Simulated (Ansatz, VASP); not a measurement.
**Cd in VASP and in Ansatz**

```
CELL_PARAMETERS angstrom
0.00000 3.34446 3.34446
3.34446 0.00000 3.34446
3.34446 3.34446 0.00000
ATOMIC_POSITIONS crystal
Cd 0.87500 0.87500 0.87500
Cd 0.12500 0.12500 0.12500
```

Alike in both runs: functional PBE; k mesh 12 × 12 × 12; occupations fermi-dirac, width 0.05 eV; no spin polarisation.

Ansatz relaxed the structure, and its values are those at the end. VASP's run is a single point on that final structure, the one shown.

|  | VASP | Ansatz |
| --- | --- | --- |
| version | VASP 6.6.1 | Ansatz 0.2.0 |
| potentials or method | VASP PAW PBE potentials, release 64 (Cd) | PAW with Ansatz's default frozen-core files, scalar-relativistic |
| plane-wave cutoff (eV) | 520 | 420 |
| valence electrons in the cell | 24 | 40 |

|  | VASP | Ansatz | Ansatz less VASP |
| --- | --- | --- | --- |
| pressure (GPa) | 0.2 | 0.0 | -0.13 |

With one functional, cell and mesh, what is left measures potentials, basis and numerics. VASP's potentials hold 24 valence electrons a cell and Ansatz's 40, so a difference there can come from the potentials and not from the codes.
